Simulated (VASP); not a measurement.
Write the native input for VASP 6.6.1 that does the following.

```
Task                   : single point
Functional             : LDA
Potentials or basis    : VASP PAW LDA potentials, release 64 (Sr_sv, Cd)
Cutoff                 : 520 eV
k mesh                 : 10 × 10 × 10
Occupations            : fermi-dirac, width 0.08 eV
Spin                   : no spin polarisation
Dipole correction      : no
Further INCAR settings : ALGO = Normal; EDIFF = 1e-07; NBANDS = 18
```

The structure of SrCd lies in POSCAR:

```
SrCd
1.0
    4.0030000000      0.0000000000      0.0000000000
    0.0000000000      4.0030000000      0.0000000000
    0.0000000000      0.0000000000      4.0430300000
Sr Cd
1 1
Direct
    0.5000000000      0.5000000000      0.5000000000
    0.0000000000      0.0000000000      0.0000000000
```

This cell differs from its parent crystal: zz strain of +1 %.

These files were run (other wordings do the same):

INCAR

```
SYSTEM = SrCd
PREC     = Accurate       ! precision mode
ENCUT    = 520            ! plane-wave cutoff, eV
EDIFF    = 1E-7           ! SCF threshold, eV
ISMEAR   = -1             ! smearing method
SIGMA    = 0.08           ! smearing width, eV
LREAL    = .False.        ! projectors in reciprocal space
LASPH    = .True.         ! aspherical terms in the spheres
NELM     = 80             ! most SCF steps
ALGO     = Normal         ! electronic algorithm
ISIF     = 2              ! what is computed and relaxed
LWAVE    = .False.        ! write WAVECAR
LCHARG   = .False.        ! write CHGCAR
GGA      = CA             ! functional
NBANDS   = 18             ! bands
```

KPOINTS

```
regular mesh
0
Gamma
  10 10 10
  0 0 0
```

Potentials or basis: VASP PAW LDA potentials, release 64 (Sr_sv, Cd).

The run is started by

```console
$ cat potpaw_LDA.64/Sr_sv/POTCAR potpaw_LDA.64/Cd/POTCAR > POTCAR
$ mpirun -np 1 vasp_std > vasp.out
```

Results of the run:

* Pressure: -2.2 GPa
* Band gap on the k mesh: zero (band 11 reaches 3.34 eV, above the bottom of band 12 at 1.26 eV)

Caveat: the cell differs from its parent crystal (zz strain of +1 %).

Run time: 48 s on 1 thread of Intel(R) Xeon(R) 6975P-C (Granite Rapids), on a shared host, peak memory 0.26 GiB.
